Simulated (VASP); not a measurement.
# CO2 (P4_2/mnm) in VASP: dielectric tensor with PBEsol

Aim: the dielectric tensor of CO2 with PBEsol.

All numbers are computed with VASP 6.6.1; they aren't measurements. Logs are shortened: lines on timing, memory, paths and dates and some standing lists are left out, and cuts for length are marked.

## (1) The cell of the first run

Symmetry: P4_2/mnm, No. 136, tetragonal system. Conventional cell: a = 3.516 Å, b = 3.516 Å, c = 4.104 Å, α = 90.00°, β = 90.00°, γ = 90.00°. Within 1.5 Å of C (site symmetry mmm) lie 2 O at 1.14 Å. O (site symmetry m2m) has 1 C at 1.14 Å within 1.5 Å.

## (2) Dielectric tensor, PBEsol

INCAR reads:

```
SYSTEM = CO2
  PREC = Accurate
  ENCUT = 520
  EDIFF = 1E-8
  ISMEAR = 0
  SIGMA = 0.01
  LREAL = .FALSE.
  LASPH = .TRUE.
  NELM = 100
  ALGO = Normal
  ISIF = 2
  LWAVE = .FALSE.
  LCHARG = .FALSE.
  GGA = PS
  LEPSILON = .TRUE.
```

KPOINTS reads:

```
Automatic mesh
0
G
  5 5 5
  0 0 0
```

POSCAR reads:

```
CO2
1.0
    3.5161000000      0.0000000000      0.0000000000
    0.0000000000      3.5161000000      0.0000000000
    0.0000000000      0.0000000000      4.1043000000
C O
2 4
Direct
    0.0000000000      0.0000000000      0.0000000000
    0.5000000000      0.5000000000      0.5000000000
    0.2300000000      0.2300000000      0.0000000000
    0.2700000000      0.7300000000      0.5000000000
    0.7700000000      0.7700000000      0.0000000000
    0.7300000000      0.2700000000      0.5000000000
```

Potentials or basis: VASP PAW PBE potentials, release 64 (C, O).

The run is started by

```bash
$ cat potpaw_PBE.64/C/POTCAR potpaw_PBE.64/O/POTCAR > POTCAR
$ mpirun -np 1 vasp_std > vasp.out
```

OUTCAR:

```text
SYSTEM = CO2
   PREC = Accurate
   ENCUT = 520
   EDIFF = 1E-8
   ISMEAR = 0
   LREAL = .FALSE.
   LASPH = .TRUE.
   NELM = 100
   ISIF = 2
   GGA = PS
   LEPSILON = .TRUE.

 ion  position               nearest neighbor table
   1  0.000  0.000  0.000-   3 1.14   5 1.14
   2  0.500  0.500  0.500-   4 1.14   6 1.14
   3  0.230  0.230  0.000-   1 1.14
   4  0.270  0.730  0.500-   2 1.14
   5  0.770  0.770  0.000-   1 1.14
   6  0.730  0.270  0.500-   2 1.14

  LATTYP: Found a simple tetragonal cell.
 ALAT       =     3.5161000000
 C/A-ratio  =     1.1672876198

  Lattice vectors:

 A1 = (   3.5161000000,   0.0000000000,   0.0000000000)
 A2 = (   0.0000000000,   3.5161000000,   0.0000000000)
 A3 = (   0.0000000000,   0.0000000000,   4.1043000000)

Analysis of symmetry for initial positions (statically):
=====================================================================
 Subroutine PRICEL returns:
 Original cell was already a primitive cell.

 Routine SETGRP: Setting up the symmetry group for a
 simple tetragonal supercell.

 Subroutine GETGRP returns: Found 16 space group operations
 (whereof  8 operations were pure point group operations)
 out of a pool of 16 trial point group operations.

The static configuration has the point symmetry D_2h.
 The point group associated with its full space group is D_4h.

Analysis of symmetry for dynamics (positions and initial velocities):
=====================================================================
 Subroutine PRICEL returns:
 Original cell was already a primitive cell.

 Routine SETGRP: Setting up the symmetry group for a
 simple tetragonal supercell.

 Subroutine GETGRP returns: Found 16 space group operations
 (whereof  8 operations were pure point group operations)
 out of a pool of 16 trial point group operations.

The dynamic configuration has the point symmetry D_2h.
 The point group associated with its full space group is D_4h.

 Subroutine INISYM returns: Found 16 space group operations
 (whereof  8 operations are pure point group operations),
 and found     1 'primitive' translations
[... 583 lines left out ...]
      2.70740      2.70740      0.00000        -1.785963     -1.785963      0.000000
      2.56675      0.94935      2.05215         1.785963     -1.785963      0.000000
 -----------------------------------------------------------------------------------
    total drift:                                0.000000     -0.000000      0.000000

  FREE ENERGIE OF THE ION-ELECTRON SYSTEM (eV)
  ---------------------------------------------------
  free  energy   TOTEN  =       -46.0023019783 eV

  energy  without entropy=      -46.0023019783  energy(sigma->0) =      -46.00230198

 HEAD OF MICROSCOPIC STATIC DIELECTRIC TENSOR (INDEPENDENT PARTICLE, excluding Hartree and local field effects)
 ------------------------------------------------------
           3.907135     0.000000     0.000000
           0.000000     3.907135     0.000000
           0.000000     0.000000     2.563921
 ------------------------------------------------------

 Free energy of the ion-electron system (eV)
  ---------------------------------------------------
  ---------------------------------------------------
  free energy    TOTEN  =        -0.31347290 eV

  energy without entropy =       -0.31347290

------------------------ aborting loop because EDIFF is reached ----------------------------------------

--------------------------------------- Ionic step        2  -------------------------------------------

------------------------ aborting loop because EDIFF is reached ----------------------------------------

--------------------------------------- Ionic step        3  -------------------------------------------

 Free energy of the ion-electron system (eV)
  ---------------------------------------------------
  ---------------------------------------------------
  free energy    TOTEN  =        -0.21930915 eV

  energy without entropy =       -0.21930915

------------------------ aborting loop because EDIFF is reached ----------------------------------------

 PIEZOELECTRIC TENSOR FIELD DIRECTION 3  (e Angst)
 -----------------------------------------------------------------------------
     0.00069  0.00000  0.00000           (  0.00000  0.00000  0.00000)
     0.00000  0.00069  0.00000           (  0.00000  0.00000  0.00000)
     0.00000  0.00000 -0.00088           (  0.00000  0.00000 -0.00001)

 PIEZOELECTRIC TENSOR FIELD DIRECTION 3  (C/m^2)
 -----------------------------------------------------------------------------
     0.00022  0.00000  0.00000
     0.00000  0.00022  0.00000
     0.00000  0.00000 -0.00028

 MACROSCOPIC STATIC DIELECTRIC TENSOR (including local field effects in DFT)
 ------------------------------------------------------
           3.076329    -0.000000     0.000000
           0.000000     3.076329     0.000000
           0.000000     0.000000     2.452248
 ------------------------------------------------------

 PIEZOELECTRIC TENSOR (including local field effects)  for field in x, y, z        (e  Angst)
          XX          YY          ZZ          XY          YZ          ZX
  --------------------------------------------------------------------------------
  x     0.00000     0.00000     0.00000     0.00000     0.00000     0.00000
  y     0.00000     0.00000     0.00000     0.00000     0.00000     0.00000
  z     0.00000     0.00000     0.00000     0.00000     0.00000     0.00000

 PIEZOELECTRIC TENSOR (including local field effects)  for field in x, y, z        (C/m^2)
          XX          YY          ZZ          XY          YZ          ZX
  --------------------------------------------------------------------------------
  x     0.00000     0.00000     0.00000     0.00000     0.00000     0.00000
  y     0.00000     0.00000     0.00000     0.00000     0.00000     0.00000
  z     0.00000     0.00000     0.00000     0.00000     0.00000     0.00000

 BORN EFFECTIVE CHARGES (including local field effects) (in |e|, cummulative output)
 ---------------------------------------------------------------------------------
 ion    1
    1     2.34977     1.13848     0.00000
    2     1.13848     2.34977     0.00000
    3     0.00000     0.00000     1.19736
 ion    2
    1     2.34977    -1.13848     0.00000
    2    -1.13848     2.34977     0.00000
    3     0.00000     0.00000     1.19736
 ion    3
    1    -1.17489    -0.69209     0.00000
    2    -0.69209    -1.17489     0.00000
    3     0.00000     0.00000    -0.59868
 ion    4
    1    -1.17489     0.69209     0.00000
    2     0.69209    -1.17489     0.00000
    3     0.00000     0.00000    -0.59868
 ion    5
    1    -1.17489    -0.69209     0.00000
    2    -0.69209    -1.17489     0.00000
    3     0.00000     0.00000    -0.59868
 ion    6
    1    -1.17489     0.69209     0.00000
    2     0.69209    -1.17489     0.00000
    3     0.00000     0.00000    -0.59868
```

Wall time 4.5 min (1 thread of Intel Xeon Platinum 8375C at 2.90GHz (Ice Lake), shared host); peak memory 0.21 GiB.

Results:

* Band gap on the k mesh: 5.96 eV (least direct gap 6.86 eV)
* Electronic dielectric tensor (diagonal): 3.08, 3.08, 2.45
* Born charges (mean of the diagonal): C +1.97; O -0.98 e

Levels at points of the mesh, in eV from the valence-band top:
```tsv
k point	band 13	band 14	band 15	band 16	band 17	band 18	band 19	band 20
(0.00, 0.00, 0.00)	-3.27	-1.79	-1.28	-1.28	5.96	6.65	6.65	7.32
```

Electronic dielectric tensor:
```
3.08 0.00 0.00
0.00 3.08 0.00
0.00 0.00 2.45
```

Born effective charge tensors (e):
atom 1, C
```
2.35 1.14 0.00
1.14 2.35 0.00
0.00 0.00 1.20
```
atom 2, C
```
 2.35 -1.14  0.00
-1.14  2.35  0.00
 0.00  0.00  1.20
```
atom 3, O
```
-1.17 -0.69  0.00
-0.69 -1.17  0.00
 0.00  0.00 -0.60
```
atom 4, O
```
-1.17  0.69  0.00
 0.69 -1.17  0.00
 0.00  0.00 -0.60
```
atom 5, O
```
-1.17 -0.69  0.00
-0.69 -1.17  0.00
 0.00  0.00 -0.60
```
atom 6, O
```
-1.17  0.69  0.00
 0.69 -1.17  0.00
 0.00  0.00 -0.60
```

Caveat: an odd mesh through Γ misses points on the zone boundary, where band edges can lie.
